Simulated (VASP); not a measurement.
# Sn in VASP: single point with PBE+D3(BJ)

Aim: the single point of Sn with PBE+D3(BJ).

All numbers are computed with VASP 6.6.1; they aren't measurements. Logs are shortened: lines on timing, memory, paths and dates and some standing lists are left out, and cuts for length are marked.

## Step 1: The cell of the first run

The typed cell holds 1 atom: a = 3.340 Å, b = 3.340 Å, c = 3.340 Å, α = 110.88°, β = 110.87°, γ = 106.69°.

## Step 2: Single point, PBE+D3(BJ) (strain +0.080 along x and y, -0.080 along z)

Input file INCAR:

```
PREC = Accurate
ENCUT = 520
EDIFF = 1E-6
ISMEAR = 0
SIGMA = 0.15
LREAL = False
LASPH = True
NELM = 100
ALGO = Fast
ISIF = 2
LWAVE = False
LCHARG = False
GGA = PE
IVDW = 12
NBANDS = 13
```

Input file KPOINTS:

```
Automatic mesh
0
Gamma
  24 24 24
```

Input file POSCAR:

```
Sn
1.0
   -1.8947590656      1.8949827914      1.9940914875
    1.8947590656     -1.8949827914      1.9940914875
    1.8947590656      1.8949827914     -1.9940914875
Sn
1
Direct
    0.0000000000      0.0000000000      0.0000000000
```

Potentials or basis: VASP PAW PBE potentials, release 64 (Sn_d).

On the command line:

```bash
$ cat potpaw_PBE.64/Sn_d/POTCAR > POTCAR
$ mpirun -np 1 vasp_std > vasp.out
```

OUTCAR:

```text
PREC = Accurate
   ENCUT = 520
   EDIFF = 1E-6
   ISMEAR = 0
   LREAL = False
   LASPH = True
   NELM = 100
   ISIF = 2
   GGA = PE
   IVDW = 12
 IVDW          = 12

 ion  position               nearest neighbor table
   1  0.000  0.000  0.000-

  LATTYP: Found a body centered orthorhombic cell.
 ALAT       =     3.7895181312
 B/A-ratio  =     1.0001180761
 C/A-ratio  =     1.0524248300

  Lattice vectors:

 A1 = (  -1.8947590656,   1.8949827914,   1.9940914875)
 A2 = (   1.8947590656,  -1.8949827914,   1.9940914875)
 A3 = (   1.8947590656,   1.8949827914,  -1.9940914875)

Analysis of symmetry for initial positions (statically):
=====================================================================
 Subroutine PRICEL returns:
 Original cell was already a primitive cell.

 Routine SETGRP: Setting up the symmetry group for a
 body centered orthorhombic supercell.

 Subroutine GETGRP returns: Found  8 space group operations
 (whereof  8 operations were pure point group operations)
 out of a pool of  8 trial point group operations.

The static configuration has the point symmetry D_2h.

Analysis of symmetry for dynamics (positions and initial velocities):
=====================================================================
 Subroutine PRICEL returns:
 Original cell was already a primitive cell.

 Routine SETGRP: Setting up the symmetry group for a
 body centered orthorhombic supercell.

 Subroutine GETGRP returns: Found  8 space group operations
 (whereof  8 operations were pure point group operations)
 out of a pool of  8 trial point group operations.

The dynamic configuration has the point symmetry D_2h.

 Subroutine INISYM returns: Found  8 space group operations
 (whereof  8 operations are pure point group operations),
 and found     1 'primitive' translations

----------------------------------------------------------------------------------------

                                     Primitive cell

  volume of cell :      28.6394

  direct lattice vectors                    reciprocal lattice vectors
    -1.894759066  1.894982791  1.994091487     0.000000000  0.263854639  0.250740752
     1.894759066 -1.894982791  1.994091487     0.263885794  0.000000000  0.250740752
     1.894759066  1.894982791 -1.994091487     0.263885794  0.263854639  0.000000000

  length of vectors
     3.340280311  3.340280311  3.340280311     0.363992027  0.364014611  0.373168839

  position of ions in fractional coordinates (direct lattice)
     0.000000000  0.000000000  0.000000000

  ion indices of the primitive-cell ions
   primitive index   ion index
                 1           1

----------------------------------------------------------------------------------------

 KPOINTS: Automatic mesh

Automatic generation of k-mesh.
 Grid dimensions read from file:
 generate k-points for:   24   24   24

 Generating k-lattice:

  Cartesian coordinates                     Fractional coordinates (reciprocal lattice)
     0.000000000  0.010993943  0.010447531     0.041666667 -0.000000000  0.000000000
     0.010995241  0.000000000  0.010447531     0.000000000  0.041666667  0.000000000
     0.010995241  0.010993943  0.000000000     0.000000000 -0.000000000  0.041666667

  Length of vectors
     0.015166334  0.015167275  0.015548702

  Shift w.r.t. Gamma in fractional coordinates (k-lattice)
     0.000000000  0.000000000  0.000000000

 Subroutine IBZKPT returns following result:
 ===========================================

 Found   1963 irreducible k-points:

 Following reciprocal coordinates:
            Coordinates               Weight
  0.000000  0.000000  0.000000      1.000000
  0.041667 -0.000000  0.000000      4.000000
  0.083333  0.000000  0.000000      4.000000
  0.125000  0.000000  0.000000      4.000000
  0.166667 -0.000000  0.000000      4.000000
  0.208333  0.000000  0.000000      4.000000
[... 16 lines left out ...]
  0.375000  0.041667  0.000000      8.000000
  0.416667  0.041667  0.000000      8.000000
 [... further k-points ...]
   k-points           NKPTS =   1963   k-points in BZ     NKDIM =   1963   number of bands    NBANDS=     13
   number of dos      NEDOS =    301   number of ions     NIONS =      1
   total plane-waves  NPLWV =  21952
   dimension x,y,z NGX =    28 NGY =   28 NGZ =   28
   dimension x,y,z NGXF=    56 NGYF=   56 NGZF=   56
   ions per type =               1
   NGX,Y,Z   is equivalent  to a cutoff of  13.94, 13.94, 13.94 a.u.
   NGXF,Y,Z  is equivalent  to a cutoff of  27.87, 27.87, 27.87 a.u.
 SYSTEM =  unknown system
   PREC   = accura    normal or accurate (medium, high low for compatibility)
   ISTART =      0    job   : 0-new  1-cont  2-samecut
   ICHARG =      2    charge: 1-file 2-atom 10-const
   ISPIN  =      1    spin polarized calculation?
   LNONCOLLINEAR =      F non collinear calculations
   LSORBIT =      F    spin-orbit coupling
   LASPH  =      T    aspherical Exc in radial PAW
   ENCUT  =  520.0 eV  38.22 Ry    6.18 a.u.   6.21  6.21  6.21*2*pi/ulx,y,z
   NELM   =    100;   NELMIN=  2; NELMDL= -5     # of ELM steps
   EDIFF  = 0.1E-05   stopping-criterion for ELM
   LREAL  =      F    real-space projection
   EDIFFG = 0.1E-04   stopping-criterion for IOM
   NSW    =      0    number of steps for IOM
   IBRION =     -1    ionic relax: 0-MD 1-quasi-New 2-CG
   NFREE  =      0    steps in history (QN), initial steepest desc. (CG)
   ISIF   =      2    stress and relaxation
   ISYM   =      2    0-nonsym 1-usesym 2-fastsym
   POTIM  = 0.5000    time-step for ionic-motion
   TEBEG  =    0.0;   TEEND  =   0.0 temperature during run
   PSTRESS=    0.0 pullay stress
   NELECT =      14.0000    total number of electrons
   NUPDOWN=      -1.0000    fix difference up-down
   EMIN   =  10.00;   EMAX   =-10.00  energy-range for DOS
   EFERMI =   0.00;   METHOD = LEGACY
   ISMEAR =     0;   SIGMA  =   0.15  broadening in eV -4-tet -1-fermi 0-gaus
   EFERMI_NEDOS =   21; number of points for ismear=-14 and -15
   IALGO  =     68    algorithm
   IMIX   =      4    mixing-type and parameters
     AMIX     =   0.40;   BMIX     =  1.00
     AMIX_MAG =   1.60;   BMIX_MAG =  1.00
  volume/ion in A,a.u.               =      28.64       193.27
  Fermi-wavevector in a.u.,A,eV,Ry     =   1.289623  2.437034 22.628219  1.663127
  Thomas-Fermi vector in A             =   2.421504
   LORBIT       =      0    0 simple, 1 ext, 2 COOP (PROOUT), +10 PAW based schemes
   GGA     = PE    functional components
   LHFCALC =     F    Hartree Fock is set to
   AEXX    =    0.0000 exact exchange contribution
   IVDW    =    12    specifies the selected vdW correction
   LEPSILON=     F    determine dielectric tensor
   LRPA    =     F    only Hartree local field effects (RPA)
 non-spin polarized calculation
 RMM-DIIS sequential band-by-band and
 Gauss-broadening in eV      SIGMA  =   0.15
  energy-cutoff  :      520.00
  volume of cell :       28.64
 maximum number of plane-waves:       786
 NGX is ok and might be reduce to    28
   NGX = 13   NGY = 13   NGZ = 13

 number of electron      14.0000003 magnetization

 Free energy of the ion-electron system (eV)
  ---------------------------------------------------
  ext. energy  EPLUGINS =         0.00000000
  ---------------------------------------------------
  free energy    TOTEN  =        -3.77474986 eV

  energy without entropy =       -3.76757742  energy(sigma->0) =       -3.77116364

 E-fermi :   7.4832     XC(G=0): -10.1246

 val. band max:        7.4796899907   @ k =   0.5000   0.5000   0.4583
 cond. band min:       7.4842444312   @ k =  -0.2083   0.3750   0.0417
 fundamental gap:      0.0045544406
 Fermi energy:         7.4832496484

 k-point     1 :       0.0000    0.0000    0.0000
  band No.  band energies     occupation
      1     -14.0692      2.00000
      2     -14.0691      2.00000
      3     -14.0588      2.00000
      4     -13.9604      2.00000
      5     -13.9405      2.00000
      6      -3.2449      2.00000
      7      14.8125      0.00000
      8      15.0213      0.00000
      9      15.0223      0.00000
     10      19.0789      0.00000
     11      19.5332      0.00000
     12      19.5349      0.00000
     13      19.7606      0.00000

 k-point     2 :       0.0417   -0.0000    0.0000
  band No.  band energies     occupation
      1     -14.0681      2.00000
      2     -14.0681      2.00000
      3     -14.0574      2.00000
      4     -13.9609      2.00000
      5     -13.9410      2.00000
      6      -3.2094      2.00000
      7      14.5396      0.00000
      8      14.8839      0.00000
      9      14.9068      0.00000
     10      18.6130      0.00000
     11      19.1795      0.00000
     12      19.4419      0.00000
     13      19.9579      0.00000

 k-point     3 :       0.0833    0.0000    0.0000
  band No.  band energies     occupation
      1     -14.0677      2.00000
      2     -14.0649      2.00000
      3     -14.0506      2.00000
      4     -13.9623      2.00000
      5     -13.9422      2.00000
      6      -3.1026      2.00000
      7      13.6654      0.00000
      8      14.5242      0.00000
      9      14.7869      0.00000
     10      18.0369      0.00000
     11      18.6288      0.00000
     12      19.1772      0.00000
     13      20.1674      0.00000
[... 305 lines left out ...]
 k-point    23 :       0.3750    0.0417    0.0000
  band No.  band energies     occupation
      1     -14.0942      2.00000
      2     -14.0436      2.00000
      3     -13.9675      2.00000
      4     -13.9535      2.00000
      5     -13.9012      2.00000
      6      -0.1012      2.00000
      7       4.8878      2.00000
      8      11.1419      0.00000
      9      12.9343      0.00000
     10      15.7406      0.00000
     11      16.4020      0.00000
     12      20.7350      0.00000
     13      22.1770      0.00000

 k-point    24 :       0.4167    0.0417    0.0000
  band No.  band energies     occupation
      1     -14.0965      2.00000
      2     -14.0451      2.00000
      3     -13.9662      2.00000
      4     -13.9527      2.00000
      5     -13.8895      2.00000
      6       0.4946      2.00000
      7       4.0088      2.00000
      8      10.9866      0.00000
      9      12.8194      0.00000
     10      15.6384      0.00000
     11      16.2765      0.00000
     12      21.0579      0.00000
     13      22.5347      0.00000

 [... further k-points ...]

------------------------ aborting loop because EDIFF is reached ----------------------------------------

 Edisp (eV)   -0.36531

 E8    (eV) :    -0.1755

  FORCE on cell =-STRESS in cart. coord.  units (eV):
  Direction    XX          YY          ZZ          XY          YZ          ZX
  --------------------------------------------------------------------------------------
  -------------------------------------------------------------------------------------
  Total      -0.65118    -0.65053    -0.57623     0.00000     0.00000     0.00000
  in kB     -36.42874   -36.39266   -32.23593     0.00000     0.00000     0.00000
  external pressure =      -35.02 kB  Pullay stress =        0.00 kB

 VOLUME and BASIS-vectors are now :
 -----------------------------------------------------------------------------
  energy-cutoff  :      520.00
  volume of cell :       28.64
      direct lattice vectors                 reciprocal lattice vectors
    -1.894759066  1.894982791  1.994091487     0.000000000  0.263854639  0.250740752
     1.894759066 -1.894982791  1.994091487     0.263885794  0.000000000  0.250740752
     1.894759066  1.894982791 -1.994091487     0.263885794  0.263854639  0.000000000

 POSITION                                       TOTAL-FORCE (eV/Angst)
 -----------------------------------------------------------------------------------
      0.00000      0.00000      0.00000        -0.000000      0.000000      0.000000
 -----------------------------------------------------------------------------------
    total drift:                               -0.000000      0.000000      0.000000

  FREE ENERGIE OF THE ION-ELECTRON SYSTEM (eV)
  ---------------------------------------------------
  free  energy   TOTEN  =        -4.1400635106 eV

  energy  without entropy=       -4.1328910699  energy(sigma->0) =       -4.13647729
```

Wall time 26 min (1 thread of Oxide Virtual Turin-like, shared host); peak memory 0.7 GiB.

What came out:

```
Free energy                : -4.1401 eV
Pressure                   : -3.5 GPa
Band gap on the k mesh     : zero (bands 7 and 8 overlap by 9.59 eV)
Dispersion energy per atom : -0.365 eV
```

Caveat: the cell differs from its parent crystal (strain +0.080 along x and y, -0.080 along z); the cell stands under tension; spin-orbit coupling is left out, which moves the levels of the heavy elements.
